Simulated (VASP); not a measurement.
Here is a VASP 6.6.1 calculation.

INCAR

```
ALGO = Normal
DIPOL = 0.5 0.5 0.500
EDIFF = 1E-6
ENCUT = 520
GGA = PE
IDIPOL = 3
ISIF = 2
ISMEAR = 0
IVDW = 12
LASPH = T
LCHARG = F
LDIPOL = T
LREAL = F
LWAVE = F
NBANDS = 27
NELM = 80
PREC = Accurate
SIGMA = 0.02
```

KPOINTS

```
k-points
0
Gamma
  9 9 1
```

File POSCAR:

```
InSe
1.0
    4.0317714849      0.0000000000      0.0000000000
   -2.0158857424      3.4916165282      0.0000000000
    0.0000000000      0.0000000000     36.7365582894
Se In
2 2
Direct
    0.3333333333      0.6666666667      0.4269354644
    0.3333333333      0.6666666667      0.5730645356
    0.6666666667      0.3333333333      0.4619723136
    0.6666666667      0.3333333333      0.5380276864
```

Potentials or basis: VASP PAW PBE potentials, release 64 (Se, In_d).

Command:

```bash
$ cat potpaw_PBE.64/Se/POTCAR potpaw_PBE.64/In_d/POTCAR > POTCAR
$ mpirun -np 1 vasp_std > vasp.out
```

Predict the dispersion energy per atom.

-0.221 eV.

Estimate the largest force.

0.051 eV/Å.

Estimate the band gap on the k mesh.

1.59 eV, indirect (least direct gap 1.66 eV).

Forces on the atoms (eV/Å):
```
Se   0.000  0.000 -0.051
Se   0.000  0.000  0.051
In   0.000  0.000  0.043
In   0.000  0.000 -0.043
```

Caveat: spin-orbit coupling is left out, which moves the levels of the heavy elements.
